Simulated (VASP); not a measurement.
# GeS (Pnma) in VASP: single point with PBEsol

Aim: the single point of GeS with PBEsol.

Everything below comes from runs of VASP 6.6.1. Logs are shortened: lines on timing, memory, paths and dates and some standing lists are left out, and cuts for length are marked.

**1. The cell of the first run**

Symmetry: Pnma, No. 62, orthorhombic system. The conventional cell has a = 10.294 Å, b = 3.663 Å, c = 4.153 Å, α = 90.00°, β = 90.00°, γ = 90.00°. Within 3.3 Å of Ge (site symmetry m) lie 6 S at 2.45 to 3.16 Å and 2 Ge at 3.22 Å. S (site symmetry m) has 6 Ge at 2.45 to 3.16 Å within 3.2 Å.

**2. Single point, PBEsol**

Input file INCAR:

```
SYSTEM = GeS
PREC = Accurate ; ENCUT = 500
EDIFF = 1E-6 ; ISMEAR = 0
SIGMA = 0.01 ; LREAL = .False.
LASPH = .True. ; NELM = 120
ALGO = Normal ; ISIF = 2
LWAVE = .False. ; LCHARG = .False.
GGA = PS ; NBANDS = 50
GGA_COMPAT = .False.
```

Input file KPOINTS:

```
regular mesh
0
Gamma
  4 10 8
  0 0 0
```

Input file POSCAR:

```
GeS
1.0
   10.2940393138      0.0000000000      0.0000000000
    0.0000000000      3.6626881504      0.0000000000
    0.0000000000      0.0000000000      4.1530888684
Ge S
4 4
Direct
    0.1192548538      0.2500000000      0.1203692420
    0.3807451462      0.7500000000      0.6203692420
    0.6192548538      0.2500000000      0.3796307580
    0.8807451462      0.7500000000      0.8796307580
    0.8522568833      0.2500000000      0.4949340488
    0.6477431167      0.7500000000     -0.0050659512
    0.3522568833      0.2500000000      1.0050659512
    0.1477431167      0.7500000000      0.5050659512
```

Potentials or basis: VASP PAW PBE potentials, release 64 (Ge_d, S).

The run is started by

```console
cat potpaw_PBE.64/Ge_d/POTCAR potpaw_PBE.64/S/POTCAR > POTCAR
mpirun -np 1 vasp_std > vasp.out
```

OUTCAR:

```text
SYSTEM = GeS
   PREC = Accurate
   ENCUT = 500
   EDIFF = 1E-6
   ISMEAR = 0
   LREAL = .False.
   LASPH = .True.
   NELM = 120
   ISIF = 2
   GGA = PS

 ion  position               nearest neighbor table
   1  0.119  0.250  0.120-   7 2.45   8 2.45   8 2.45
   2  0.381  0.750  0.620-   8 2.45   7 2.45   7 2.45
   3  0.619  0.250  0.380-   5 2.45   6 2.45   6 2.45
   4  0.881  0.750  0.880-   6 2.45   5 2.45   5 2.45
   5  0.852  0.250  0.495-   3 2.45   4 2.45   4 2.45
   6  0.648  0.750  0.995-   4 2.45   3 2.45   3 2.45
   7  0.352  0.250  0.005-   1 2.45   2 2.45   2 2.45
   8  0.148  0.750  0.505-   2 2.45   1 2.45   1 2.45

  LATTYP: Found a simple orthorhombic cell.
 ALAT       =     3.6626881504
 B/A-ratio  =     1.1338909287
 C/A-ratio  =     2.8105148162

  Lattice vectors:

 A1 = (   0.0000000000,   3.6626881504,   0.0000000000)
 A2 = (   0.0000000000,   0.0000000000,   4.1530888684)
 A3 = (  10.2940393138,   0.0000000000,   0.0000000000)

Analysis of symmetry for initial positions (statically):
=====================================================================
 Subroutine PRICEL returns:
 Original cell was already a primitive cell.

 Routine SETGRP: Setting up the symmetry group for a
 simple orthorhombic supercell.

 Subroutine GETGRP returns: Found  8 space group operations
 (whereof  2 operations were pure point group operations)
 out of a pool of  8 trial point group operations.

The static configuration has the point symmetry S_2 .
 The point group associated with its full space group is D_2h.

Analysis of symmetry for dynamics (positions and initial velocities):
=====================================================================
 Subroutine PRICEL returns:
 Original cell was already a primitive cell.

 Routine SETGRP: Setting up the symmetry group for a
 simple orthorhombic supercell.

 Subroutine GETGRP returns: Found  8 space group operations
 (whereof  2 operations were pure point group operations)
 out of a pool of  8 trial point group operations.

The dynamic configuration has the point symmetry S_2 .
 The point group associated with its full space group is D_2h.

 Subroutine INISYM returns: Found  8 space group operations
 (whereof  2 operations are pure point group operations),
 and found     1 'primitive' translations

----------------------------------------------------------------------------------------

                                     Primitive cell

[... 102 lines left out ...]
   EDIFF  = 0.1E-05   stopping-criterion for ELM
   LREAL  =      F    real-space projection
[... 7 lines left out ...]
   TEBEG  =    0.0;   TEEND  =   0.0 temperature during run
   PSTRESS=    0.0 pullay stress
   NELECT =      80.0000    total number of electrons
   NUPDOWN=      -1.0000    fix difference up-down
   EMIN   =  10.00;   EMAX   =-10.00  energy-range for DOS
   EFERMI =   0.00;   METHOD = LEGACY
   ISMEAR =     0;   SIGMA  =   0.01  broadening in eV -4-tet -1-fermi 0-gaus
   EFERMI_NEDOS =   21; number of points for ismear=-14 and -15
   IALGO  =     38    algorithm
   IMIX   =      4    mixing-type and parameters
     AMIX     =   0.40;   BMIX     =  1.00
     AMIX_MAG =   1.60;   BMIX_MAG =  1.00
  volume/ion in A,a.u.               =      19.57       132.09
  Fermi-wavevector in a.u.,A,eV,Ry     =   1.308737  2.473155 23.303970  1.712793
  Thomas-Fermi vector in A             =   2.439384
   LORBIT       =      0    0 simple, 1 ext, 2 COOP (PROOUT), +10 PAW based schemes
   GGA     = PS    functional components
   LHFCALC =     F    Hartree Fock is set to
   AEXX    =    0.0000 exact exchange contribution
   IVDW    =     0    specifies the selected vdW correction
   LEPSILON=     F    determine dielectric tensor
   LRPA    =     F    only Hartree local field effects (RPA)
 non-spin polarized calculation
 Gauss-broadening in eV      SIGMA  =   0.01
  energy-cutoff  :      500.00
  volume of cell :      156.59
 maximum number of plane-waves:      4016
 NGX is ok and might be reduce to    80
   NGX = 37   NGY = 13   NGZ = 15

 number of electron      80.0000051 magnetization

 Free energy of the ion-electron system (eV)
  ---------------------------------------------------
  ext. energy  EPLUGINS =         0.00000000
  ---------------------------------------------------
  free energy    TOTEN  =       -39.67141348 eV

  energy without entropy =      -39.67141348  energy(sigma->0) =      -39.67141348

 E-fermi :   5.4263     XC(G=0): -10.5648

 val. band max:        5.3758636361   @ k =   0.2500   0.0000   0.3750
 cond. band min:       6.2999803286   @ k =   0.0000   0.0000   0.0000
 fundamental gap:      0.9241166925
 Fermi energy:         5.4262606210

 k-point     1 :       0.0000    0.0000    0.0000
  band No.  band energies     occupation
      1     -18.9597      2.00000
      2     -18.9541      2.00000
      3     -18.9511      2.00000
      4     -18.9480      2.00000
      5     -18.9476      2.00000
      6     -18.9458      2.00000
[... 1261 lines left out ...]
     49      10.6308      0.00000
     50      10.7327      0.00000

 [... further k-points ...]

------------------------ aborting loop because EDIFF is reached ----------------------------------------

  FORCE on cell =-STRESS in cart. coord.  units (eV):
  Direction    XX          YY          ZZ          XY          YZ          ZX
  --------------------------------------------------------------------------------------
  -------------------------------------------------------------------------------------
  Total       -0.0824237     -0.0980408     -0.0428618      0.0000000      0.0000000      0.0000000
  in kB       -0.8433455     -1.0031371     -0.4385544      0.0000000      0.0000000      0.0000000
  external PRESSURE =      -0.7616790 kB  Pullay stress =       0.0000000 kB

 VOLUME and BASIS-vectors are now :
 -----------------------------------------------------------------------------
  energy-cutoff  :      500.00
  volume of cell :      156.59
      direct lattice vectors                 reciprocal lattice vectors
    10.294039314  0.000000000  0.000000000     0.097143596  0.000000000  0.000000000
     0.000000000  3.662688150  0.000000000     0.000000000  0.273023517  0.000000000
     0.000000000  0.000000000  4.153088868     0.000000000  0.000000000  0.240784638

 POSITION                                       TOTAL-FORCE (eV/Angst)
 -----------------------------------------------------------------------------------
      1.22761      0.91567      0.49990        -0.000451     -0.000000     -0.005546
      3.91941      2.74702      2.57645         0.000451      0.000000     -0.005546
      6.37463      0.91567      1.57664        -0.000451      0.000000      0.005546
      9.06643      2.74702      3.65318         0.000451     -0.000000      0.005546
      8.77317      0.91567      2.05551         0.001116     -0.000000     -0.002335
      6.66789      2.74702      4.13205        -0.001116     -0.000000     -0.002335
      3.62615      0.91567      0.02104         0.001116      0.000000      0.002335
      1.52087      2.74702      2.09758        -0.001116     -0.000000      0.002335
 -----------------------------------------------------------------------------------
    total drift:                                0.000000     -0.000000     -0.000000

  FREE ENERGIE OF THE ION-ELECTRON SYSTEM (eV)
  ---------------------------------------------------
  free  energy   TOTEN  =       -39.6714134769 eV

  energy  without entropy=      -39.6714134769  energy(sigma->0) =      -39.67141348
```

It took 8.9 min on 1 thread of Intel Xeon Platinum 8259CL at 2.50GHz (Skylake/Cascade Lake), shared host; peak memory 0.57 GiB.

Results:

```
Free energy            : -39.6714 eV
Pressure               : -0.1 GPa
Largest force          : 0.006 eV/Å
Band gap on the k mesh : 0.92 eV (least direct gap 1.06 eV)
```

Forces on the atoms (eV/Å):
```
Ge   0.000  0.000 -0.006
Ge   0.000  0.000 -0.006
Ge   0.000  0.000  0.006
Ge   0.000  0.000  0.006
S    0.001  0.000 -0.002
S   -0.001  0.000 -0.002
S    0.001  0.000  0.002
S   -0.001  0.000  0.002
```

Caveat: the PAW data sets were made with another functional, which shifts forces and pressure a little.
